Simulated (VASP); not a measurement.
Runs of VASP 6.6.1 on KS7. The structure is that of space group Fm-3m (No. 225), or close to it. The cells are those of the table. 

```tsv
task	cell	k mesh	cutoff (eV)	gap on the mesh (eV)	pressure (GPa)	relaxed volume (Å³/atom)
single point	a = 5.876 Å, angles 60.0°, 8 atoms	8 × 8 × 8	520	none	0.1	-
relaxation of cell and atoms	relaxed from a = 6.499 Å, angles 60.0°, 8 atoms	4 × 4 × 4	600	none	0.1	17.81
single point	a = 6.499 Å, angles 60.0°, 8 atoms	4 × 4 × 4	520	none	(a)	-
relaxation of cell and atoms	relaxed from a = 5.865 Å, angles 60.0°, 8 atoms	8 × 8 × 8	600	none	0.0	17.96
single point	a = 5.865 Å, angles 60.0°, 8 atoms	4 × 4 × 4	520	none	0.0	-
```

Alike in all rows: level PBE; potentials or basis VASP PAW PBE potentials, release 64 (K_sv, S); no spin polarisation; smearing gaussian 0.1 eV.

Task: Fill in the values left out.

Result: (a) -9.2.

Caveats: the volume moved by over 15 % at a fixed basis, so the end points are rough (some runs).

A gap of «none» marks levels without a gap at the run's occupations.
